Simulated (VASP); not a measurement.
# CuSbSe4 (P4mm) in VASP: notebook

The runs below take CuSbSe4 through relaxation of cell and atoms, single point, with PBE.

Program: VASP 6.6.1. These are calculated values, not measurements. Logs are shortened: lines on timing, memory, paths and dates and some standing lists are left out, and cuts for length are marked.

## Step 1: The cell of the first run

Symmetry: P4mm, No. 99, tetragonal system. Conventional cell: a = 5.167 Å, b = 5.167 Å, c = 5.476 Å, α = 90.00°, β = 90.00°, γ = 90.00°. Cu (site symmetry 4mm) has 4 Se at 2.58 Å within 3.4 Å. Sb (site symmetry 4mm) has 8 Se at 2.87 to 3.04 Å within 3.8 Å. Se (site symmetry 2mm) has 2 Cu at 2.58 Å and 2 Se at 2.62 to 2.86 Å and 2 Sb at 3.04 Å within 3.4 Å. Within 3.5 Å of Se (site symmetry 2mm) lie 2 Se at 2.62 to 2.86 Å and 2 Sb at 2.87 Å.

The cell was generated, and may not be a known phase.

## Step 2: Relaxation of cell and atoms, PBE

Input file INCAR:

```
SYSTEM = CuSbSe4
PREC     = Accurate       ! precision mode
ENCUT    = 600            ! plane-wave cutoff, eV
EDIFF    = 1E-6           ! SCF threshold, eV
ISMEAR   = 0              ! smearing method
SIGMA    = 0.1            ! smearing width, eV
LREAL    = .FALSE.        ! projectors in reciprocal space
LASPH    = .TRUE.         ! aspherical terms in the spheres
NELM     = 80             ! most SCF steps
ALGO     = Normal         ! electronic algorithm
ISIF     = 3              ! what is computed and relaxed
LWAVE    = .FALSE.        ! write WAVECAR
LCHARG   = .FALSE.        ! write CHGCAR
GGA      = PE             ! functional
IBRION   = 2              ! ionic algorithm
NSW      = 100            ! ionic steps
EDIFFG   = -0.01          ! ionic threshold
```

Input file KPOINTS:

```
Automatic mesh
0
G
  6 6 6
  0 0 0
```

Input file POSCAR:

```
CuSbSe4
1.0
    5.1667795417      0.0000000000      0.0000000000
    0.0000000000      5.1667795417      0.0000000000
    0.0000000000      0.0000000000      5.4757720835
Cu Sb Se
1 1 4
Direct
    0.0000000000      0.0000000000      0.0554167948
    0.5000000000      0.5000000000      0.3463066638
    0.5000000000      0.0000000000      0.0524412651
    0.0000000000      0.5000000000      0.0524412651
    0.5000000000      0.0000000000      0.5743351455
    0.0000000000      0.5000000000      0.5743351455
```

Potentials or basis: VASP PAW PBE potentials, release 64 (Cu, Sb, Se).

Run with:

```bash
$ cat potpaw_PBE.64/Cu/POTCAR potpaw_PBE.64/Sb/POTCAR potpaw_PBE.64/Se/POTCAR > POTCAR
$ mpirun -np 1 vasp_std > vasp.out
```

OUTCAR:

```text
SYSTEM = CuSbSe4
   PREC = Accurate
   ENCUT = 600
   EDIFF = 1E-6
   ISMEAR = 0
   LREAL = .FALSE.
   LASPH = .TRUE.
   NELM = 80
   ISIF = 3
   GGA = PE
   IBRION = 2
   NSW = 100
   EDIFFG = -0.01

 ion  position               nearest neighbor table
   1  0.000  0.000  0.055-   3 2.58   4 2.58   4 2.58   3 2.58
   2  0.500  0.500  0.346-   5 2.87   6 2.87   5 2.87   6 2.87   3 3.04   3 3.04   4 3.04   4 3.04

   3  0.500  0.000  0.052-   1 2.58   1 2.58   5 2.62   2 3.04   2 3.04
   4  0.000  0.500  0.052-   1 2.58   1 2.58   6 2.62   2 3.04   2 3.04
   5  0.500  0.000  0.574-   3 2.62   2 2.87   2 2.87
   6  0.000  0.500  0.574-   4 2.62   2 2.87   2 2.87

  LATTYP: Found a simple tetragonal cell.
 ALAT       =     5.1667795417
 C/A-ratio  =     1.0598037016

  Lattice vectors:

 A1 = (   5.1667795417,   0.0000000000,   0.0000000000)
 A2 = (   0.0000000000,   5.1667795417,   0.0000000000)
 A3 = (   0.0000000000,   0.0000000000,   5.4757720835)

Analysis of symmetry for initial positions (statically):
=====================================================================
 Subroutine PRICEL returns:
 Original cell was already a primitive cell.

 Routine SETGRP: Setting up the symmetry group for a
 simple tetragonal supercell.

 Subroutine GETGRP returns: Found  8 space group operations
 (whereof  8 operations were pure point group operations)
 out of a pool of 16 trial point group operations.

The static configuration has the point symmetry C_4v.

Analysis of symmetry for dynamics (positions and initial velocities):
=====================================================================
 Subroutine PRICEL returns:
 Original cell was already a primitive cell.

 Routine SETGRP: Setting up the symmetry group for a
 simple tetragonal supercell.

 Subroutine GETGRP returns: Found  8 space group operations
 (whereof  8 operations were pure point group operations)
 out of a pool of 16 trial point group operations.

The dynamic configuration has the point symmetry C_4v.

 Subroutine INISYM returns: Found  8 space group operations
 (whereof  8 operations are pure point group operations),
 and found     1 'primitive' translations

----------------------------------------------------------------------------------------

                                     Primitive cell

  volume of cell :     146.1791

  direct lattice vectors                    reciprocal lattice vectors
     5.166779542  0.000000000  0.000000000     0.193544159  0.000000000  0.000000000
     0.000000000  5.166779542  0.000000000     0.000000000  0.193544159  0.000000000
     0.000000000  0.000000000  5.475772083     0.000000000  0.000000000  0.182622648

  length of vectors
     5.166779542  5.166779542  5.475772083     0.193544159  0.193544159  0.182622648

  position of ions in fractional coordinates (direct lattice)
     0.000000000  0.000000000  0.055416795
     0.500000000  0.500000000  0.346306664
     0.500000000  0.000000000  0.052441265
     0.000000000  0.500000000  0.052441265
     0.500000000  0.000000000  0.574335146
     0.000000000  0.500000000  0.574335146

  ion indices of the primitive-cell ions
   primitive index   ion index
                 1           1
                 2           2
                 3           3
                 4           4
                 5           5
                 6           6

----------------------------------------------------------------------------------------

 KPOINTS: Automatic mesh

Automatic generation of k-mesh.
 Grid dimensions read from file:
 generate k-points for:    6    6    6

 Generating k-lattice:

  Cartesian coordinates                     Fractional coordinates (reciprocal lattice)
     0.032257360  0.000000000  0.000000000     0.166666667  0.000000000  0.000000000
     0.000000000  0.032257360  0.000000000     0.000000000  0.166666667  0.000000000
     0.000000000  0.000000000  0.030437108     0.000000000  0.000000000  0.166666667

  Length of vectors
     0.032257360  0.032257360  0.030437108

  Shift w.r.t. Gamma in fractional coordinates (k-lattice)
     0.000000000  0.000000000  0.000000000

 Subroutine IBZKPT returns following result:
 ===========================================

 Found     40 irreducible k-points:

 Following reciprocal coordinates:
            Coordinates               Weight
  0.000000  0.000000  0.000000      1.000000
  0.166667  0.000000  0.000000      4.000000
  0.333333  0.000000  0.000000      4.000000
  0.500000  0.000000  0.000000      2.000000
  0.166667  0.166667  0.000000      4.000000
  0.333333  0.166667  0.000000      8.000000
[... 16 lines left out ...]
  0.333333  0.000000  0.333333      8.000000
  0.500000  0.000000  0.333333      4.000000
 [... further k-points ...]
   k-points           NKPTS =     40   k-points in BZ     NKDIM =     40   number of bands    NBANDS=     24
   number of dos      NEDOS =    301   number of ions     NIONS =      6
   total plane-waves  NPLWV =  84672
   dimension x,y,z NGX =    42 NGY =   42 NGZ =   48
   dimension x,y,z NGXF=    84 NGYF=   84 NGZF=   96
   ions per type =               1   1   4
   NGX,Y,Z   is equivalent  to a cutoff of  13.51, 13.51, 14.57 a.u.
   NGXF,Y,Z  is equivalent  to a cutoff of  27.03, 27.03, 29.15 a.u.
 SYSTEM =  CuSbSe4
   PREC   = accura    normal or accurate (medium, high low for compatibility)
   ISTART =      0    job   : 0-new  1-cont  2-samecut
   ICHARG =      2    charge: 1-file 2-atom 10-const
   ISPIN  =      1    spin polarized calculation?
   LNONCOLLINEAR =      F non collinear calculations
   LSORBIT =      F    spin-orbit coupling
   LASPH  =      T    aspherical Exc in radial PAW
   ENCUT  =  600.0 eV  44.10 Ry    6.64 a.u.  10.32 10.32 10.94*2*pi/ulx,y,z
   NELM   =     80;   NELMIN=  2; NELMDL= -5     # of ELM steps
   EDIFF  = 0.1E-05   stopping-criterion for ELM
   LREAL  =      F    real-space projection
   EDIFFG = -.1E-01   stopping-criterion for IOM
   NSW    =    100    number of steps for IOM
   IBRION =      2    ionic relax: 0-MD 1-quasi-New 2-CG
   NFREE  =      1    steps in history (QN), initial steepest desc. (CG)
   ISIF   =      3    stress and relaxation
   ISYM   =      2    0-nonsym 1-usesym 2-fastsym
   POTIM  = 0.5000    time-step for ionic-motion
   TEBEG  =    0.0;   TEEND  =   0.0 temperature during run
   PSTRESS=    0.0 pullay stress
   NELECT =      40.0000    total number of electrons
   NUPDOWN=      -1.0000    fix difference up-down
   EMIN   =  10.00;   EMAX   =-10.00  energy-range for DOS
   EFERMI =   0.00;   METHOD = LEGACY
   ISMEAR =     0;   SIGMA  =   0.10  broadening in eV -4-tet -1-fermi 0-gaus
   EFERMI_NEDOS =   21; number of points for ismear=-14 and -15
   IALGO  =     38    algorithm
   IMIX   =      4    mixing-type and parameters
     AMIX     =   0.40;   BMIX     =  1.00
     AMIX_MAG =   1.60;   BMIX_MAG =  1.00
  volume/ion in A,a.u.               =      24.36       164.41
  Fermi-wavevector in a.u.,A,eV,Ry     =   1.062836  2.008470 15.369430  1.129621
  Thomas-Fermi vector in A             =   2.198301
   LORBIT       =      0    0 simple, 1 ext, 2 COOP (PROOUT), +10 PAW based schemes
   GGA     = PE    functional components
   LHFCALC =     F    Hartree Fock is set to
   AEXX    =    0.0000 exact exchange contribution
   IVDW    =     0    specifies the selected vdW correction
   LEPSILON=     F    determine dielectric tensor
   LRPA    =     F    only Hartree local field effects (RPA)
 conjugate gradient relaxation of ions
 non-spin polarized calculation
 Gauss-broadening in eV      SIGMA  =   0.10
  energy-cutoff  :      600.00
  volume of cell :      146.18
 maximum number of plane-waves:      4902
 NGX is ok and might be reduce to    42
   NGX = 21   NGY = 21   NGZ = 21

--------------------------------------- Ionic step        1  -------------------------------------------

 number of electron      40.0000013 magnetization

 Free energy of the ion-electron system (eV)
  ---------------------------------------------------
  ext. energy  EPLUGINS =         0.00000000
  ---------------------------------------------------
  free energy    TOTEN  =       -21.12646310 eV

  energy without entropy =      -21.10969237  energy(sigma->0) =      -21.11807773

------------------------ aborting loop because EDIFF is reached ----------------------------------------

  FORCE on cell =-STRESS in cart. coord.  units (eV):
  Direction    XX          YY          ZZ          XY          YZ          ZX
  --------------------------------------------------------------------------------------
  -------------------------------------------------------------------------------------
  Total        0.4786891      0.4786891     -0.1816240      0.0000000      0.0000000      0.0000000
  in kB        5.2466109      5.2466109     -1.9906665      0.0000000      0.0000000      0.0000000
  external PRESSURE =       2.8341851 kB  Pullay stress =       0.0000000 kB
[... 101 lines left out ...]
  FREE ENERGIE OF THE ION-ELECTRON SYSTEM (eV)
  ---------------------------------------------------
  free  energy   TOTEN  =       -21.1313947710 eV

  energy  without entropy=      -21.1144309726  energy(sigma->0) =      -21.12291287

[... ionic steps 4 to 13 ...]

--------------------------------------- Ionic step       14  -------------------------------------------

 number of electron      40.0000010 magnetization

------------------------ aborting loop because EDIFF is reached ----------------------------------------

  FORCE on cell =-STRESS in cart. coord.  units (eV):
  Direction    XX          YY          ZZ          XY          YZ          ZX
  --------------------------------------------------------------------------------------
  -------------------------------------------------------------------------------------
  Total        0.0547230      0.0547230      0.0484771      0.0000000      0.0000000      0.0000000
  in kB        0.5977878      0.5977878      0.5295590      0.0000000      0.0000000      0.0000000
  external PRESSURE =       0.5750449 kB  Pullay stress =       0.0000000 kB
[... 65 lines left out ...]
  energy  without entropy=      -21.1199063049  energy(sigma->0) =      -21.12750244

--------------------------------------- Ionic step       16  -------------------------------------------

 number of electron      40.0000010 magnetization

 Free energy of the ion-electron system (eV)
  ---------------------------------------------------
  ext. energy  EPLUGINS =         0.00000000
  ---------------------------------------------------
  free energy    TOTEN  =       -21.13510350 eV

  energy without entropy =      -21.11991842  energy(sigma->0) =      -21.12751096

 E-fermi :   4.3330     XC(G=0):  -9.4854

 val. band max:        4.3178330044   @ k =   0.1667   0.1667   0.3333
 cond. band min:       4.3590770776   @ k =   0.5000   0.0000   0.3333
 fundamental gap:      0.0412440733
 Fermi energy:         4.3330282071

 k-point     1 :       0.0000    0.0000    0.0000
  band No.  band energies     occupation
      1     -10.6258      2.00000
      2      -9.3939      2.00000
      3      -7.7106      2.00000
      4      -6.7086      2.00000
      5      -4.5945      2.00000
      6      -1.1928      2.00000
[... 637 lines left out ...]
     23       6.4911      0.00000
     24       6.6642      0.00000

 [... further k-points ...]

------------------------ aborting loop because EDIFF is reached ----------------------------------------

  FORCE on cell =-STRESS in cart. coord.  units (eV):
  Direction    XX          YY          ZZ          XY          YZ          ZX
  --------------------------------------------------------------------------------------
  -------------------------------------------------------------------------------------
  Total        0.0599352      0.0599352      0.0189396      0.0000000      0.0000000      0.0000000
  in kB        0.6542227      0.6542227      0.2067356      0.0000000      0.0000000      0.0000000
  external PRESSURE =       0.5050604 kB  Pullay stress =       0.0000000 kB
[... 21 lines left out ...]
  FREE ENERGIE OF THE ION-ELECTRON SYSTEM (eV)
  ---------------------------------------------------
  free  energy   TOTEN  =       -21.1351034950 eV

  energy  without entropy=      -21.1199184195  energy(sigma->0) =      -21.12751096

 reached required accuracy - stopping structural energy minimisation
```

Wall time 17 min (1 thread of AMD EPYC 9R45 (Zen 5), shared host); peak memory 0.39 GiB.

What came out:

```yaml
Free_energy: -21.1351 eV
Relaxed_volume: 24.46 Å³/atom
Relaxed_cell: a = 5.170 Å, b = 5.170 Å, c = 5.491 Å, α = 90.00°, β = 90.00°, γ = 90.00°
Space_group_after_relaxing_to_0.1_Å: P4mm (No. 99)
Energy_gained_by_relaxing: 1.4 meV/atom
Ionic_steps: 16
Pressure_after_relaxing: 0.1 GPa
Largest_force_after_relaxing: 0.010 eV/Å
Band_gap_on_the_k_mesh: zero (bands 20 and 21 overlap by 2.32 eV)
```

Forces in eV/Å, atoms in the order of the input:
```
Cu   0.000  0.000  0.010
Sb   0.000  0.000 -0.001
Se   0.000  0.000 -0.002
Se   0.000  0.000 -0.002
Se   0.000  0.000 -0.002
Se   0.000  0.000 -0.002
```

Step by step:
| step | energy change (eV) | largest force (eV/Å) | pressure (GPa) | volume (Å³) |
| --- | --- | --- | --- | --- |
| 1 | 0.0000 | 0.1464 | 0.28 | 146.18 |
| 2 | -0.0046 | 0.0939 | -0.10 | 147.09 |
| 3 | -0.0049 | 0.0650 | -0.30 | 147.63 |
| 4 | -0.0050 | 0.0714 | -0.26 | 147.47 |
| 5 | -0.0063 | 0.0489 | 0.00 | 146.86 |
| 6 | -0.0064 | 0.0464 | 0.05 | 146.75 |
| 7 | -0.0073 | 0.0264 | 0.08 | 146.67 |
| 8 | -0.0081 | 0.0260 | 0.15 | 146.50 |
| 9 | -0.0082 | 0.0269 | -0.13 | 147.20 |
| 10 | -0.0083 | 0.0264 | -0.04 | 146.93 |
| 11 | -0.0085 | 0.0191 | -0.02 | 146.91 |
| 12 | -0.0085 | 0.0154 | -0.02 | 146.90 |
| 13 | -0.0086 | 0.0142 | 0.01 | 146.80 |
| 14 | -0.0086 | 0.0122 | 0.06 | 146.67 |
| 15 | -0.0086 | 0.0104 | 0.02 | 146.76 |
| 16 | -0.0086 | 0.0098 | 0.05 | 146.78 |

Final structure:
```
Cu Sb Se
1.0
     5.17035    0.00000    0.00000
     0.00000    5.17035    0.00000
     0.00000    0.00000    5.49068
Cu Sb Se
1 1 4
Direct
  0.00000 0.00000 0.05926
  0.50000 0.50000 0.34857
  0.50000 0.00000 0.04578
  0.00000 0.50000 0.04578
  0.50000 0.00000 0.57794
  0.00000 0.50000 0.57794
```

Levels at points of the mesh, in eV from the Fermi level:
| k point | band 17 | band 18 | band 19 | band 20 | band 21 | band 22 | band 23 | band 24 |
| --- | --- | --- | --- | --- | --- | --- | --- | --- |
| (0.00, 0.00, 0.00) | -1.76 | -1.76 | -0.29 | 0.08 | 0.08 | 0.46 | 1.96 | 1.96 |
| (0.50, 0.00, 0.00) | -1.61 | -1.09 | -0.91 | -0.65 | 1.48 | 2.12 | 2.58 | 3.53 |
| (0.50, 0.50, 0.00) | -1.39 | -0.26 | 0.22 | 1.11 | 1.11 | 1.44 | 2.34 | 3.74 |
| (0.00, 0.00, 0.50) | -1.71 | -1.71 | -1.08 | -0.81 | -0.81 | -0.57 | -0.36 | 0.77 |
| (0.50, 0.00, 0.50) | -1.75 | -1.64 | -1.45 | -1.39 | -1.21 | 0.21 | 2.02 | 2.12 |
| (0.50, 0.50, 0.50) | -1.38 | -1.09 | -0.85 | -0.05 | 0.17 | 0.87 | 1.82 | 1.82 |

Caveat: spin-orbit coupling is left out, which moves the levels of the heavy elements. With open d or f shells a metallic result of PBE can be an artefact of self-interaction; +U or a hybrid may open a gap.

## Step 3: Single point, PBE

This run uses another cell than the first one, of 24.48 Å³/atom.

Input file INCAR:

```
SYSTEM = CuSbSe4
  ALGO = Normal
  EDIFF = 1E-6
  ENCUT = 520
  GGA = PE
  ISIF = 2
  ISMEAR = 0
  LASPH = .True.
  LCHARG = .True.
  LELF = .True.
  LREAL = .False.
  LVHAR = .True.
  LWAVE = .False.
  NBANDS = 29
  NELM = 80
  PREC = Accurate
  SIGMA = 0.1
```

Input file KPOINTS:

```
k-points
0
Gamma
  6 6 6
  0 0 0
```

Input file POSCAR:

```
CuSbSe4
1.0
    5.1715789989      0.0000000000      0.0000000000
    0.0000000000      5.1715789989      0.0000000000
    0.0000000000      0.0000000000      5.4918683637
Cu Sb Se
1 1 4
Direct
    0.0000000000      0.0000000000      0.0612864294
    0.5000000000      0.5000000000      0.3483307849
    0.5000000000      0.0000000000      0.0450307153
    0.0000000000      0.5000000000      0.0450307153
    0.5000000000      0.0000000000      0.5777988174
    0.0000000000      0.5000000000      0.5777988174
```

Potentials or basis: VASP PAW PBE potentials, release 64 (Cu, Sb, Se).

Run with:

```bash
$ cat potpaw_PBE.64/Cu/POTCAR potpaw_PBE.64/Sb/POTCAR potpaw_PBE.64/Se/POTCAR > POTCAR
$ mpirun -np 1 vasp_std > vasp.out
```

Wall time 1.8 min (1 thread of Intel Xeon 6975P-C (Granite Rapids), shared host); peak memory 0.35 GiB.

It converged, with:

| Item | Value |
| --- | --- |
| Free energy | -21.1351 eV |
| Pressure | 0.0 GPa |
| Largest force | 0.010 eV/Å |
| Band gap on the k mesh | zero (bands 20 and 21 overlap by 2.31 eV) |

Forces in eV/Å, atoms in the order of the input:
```
Cu   0.000  0.000 -0.003
Sb   0.000  0.000 -0.004
Se   0.000  0.000  0.010
Se   0.000  0.000  0.010
Se   0.000  0.000 -0.006
Se   0.000  0.000 -0.006
```

Levels at points of the mesh, in eV from the Fermi level:
```csv
k point,band 18,band 19,band 20,band 21,band 22,band 23
"(0.00, 0.00, 0.00)",-1.76,-0.29,0.08,0.08,0.46,1.95
"(0.50, 0.00, 0.00)",-1.08,-0.91,-0.65,1.48,2.11,2.57
"(0.50, 0.50, 0.00)",-0.27,0.22,1.11,1.11,1.44,2.33
"(0.00, 0.00, 0.50)",-1.71,-1.08,-0.81,-0.81,-0.56,-0.36
"(0.50, 0.00, 0.50)",-1.64,-1.45,-1.38,-1.20,0.22,2.02
"(0.50, 0.50, 0.50)",-1.09,-0.84,-0.06,0.16,0.87,1.82
```

Caveat: spin-orbit coupling is left out, which moves the levels of the heavy elements.

The gap in the log of VASP goes by the Fermi energy; the results here count the filled bands.